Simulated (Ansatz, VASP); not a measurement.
## Two plane-wave programs on AlN

```xyz
2
Lattice="0.0617 1.9998 1.9998 1.9998 0.0617 1.9998 1.9998 1.9998 0.0617" Properties=species:S:1:pos:R:3 pbc="T T T"
Al    0.0000    0.0000    0.0000
N     2.0306    2.0306    2.0306
```

Change from the starting cell: epitaxial_111 strain -4.0%.

Alike in both runs: task single point; functional r2SCAN; k mesh 10 × 10 × 10; no spin polarisation.

|  | VASP | Ansatz |
| --- | --- | --- |
| version | VASP 6.6.1 | Ansatz 0.2.0 |
| potentials or method | VASP PAW PBE potentials, release 64 (Al, N) | plane waves, PAW |
| plane-wave cutoff (eV) | 520 | 500 |
| occupations | gaussian, width 0.01 eV | fixed |
| valence electrons in the cell | 8 | 8 |

```csv
,VASP,Ansatz,Ansatz less VASP
gap on the k mesh at the Fermi level (eV),5.23,5.25,+0.024
pressure (GPa),23.5,24.5,+0.98
"traceless stress, the component that is largest in VASP (GPa)",-12.25,-12.23,+0.015
```

VASP's potentials were made for PBE, not for r2SCAN.
